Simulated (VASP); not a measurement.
Runs of VASP 6.6.1 on Os. The structure is that of space group Im-3m (No. 229), or close to it. The cells are those of the table. This isn't the form of Os at room conditions, which is hcp.

| task | cell | cutoff (eV) | smearing | gap on the mesh (eV) | pressure (GPa) |
| --- | --- | --- | --- | --- | --- |
| single point | a = 2.586 Å, angles 109.5°, 1 atom | 520 | fermi-dirac 0.1 eV | none | 48.8 |
| relaxation of cell and atoms | relaxed from a = 2.647 Å, angles 109.5°, 1 atom | 600 | fermi-dirac 0.1 eV | none | 0.0 |
| single point | a = 2.678 Å, angles 109.5°, 1 atom | 520 | fermi-dirac 0.1 eV | none | (b) |
| single point | a = 2.486 Å, angles 109.5°, 1 atom | 520 | fermi-dirac 0.1 eV | none | 136.8 |
| single point | a = 2.378 Å, angles 109.5°, 1 atom | 520 | fermi-dirac 0.1 eV | none | (a) |
| single point | a = 2.678 Å, angles 109.5°, 1 atom | 520 | methfessel-paxton 0.01 eV | none | -0.3 |

Alike in all rows: level PBE; potentials or basis VASP PAW PBE potentials, release 64 (Os); no spin polarisation; k mesh 17 × 17 × 17.

Q: Estimate the missing entries.

A: (a) 298.1; (b) 0.1.

Caveats: spin-orbit coupling is left out, which moves the levels of the heavy elements; the cell stands under pressure (at least some runs).

A k mesh can miss the band edges, and the runs leave out spin-orbit coupling on Os.

A gap of «none» marks levels without a gap at the run's occupations.
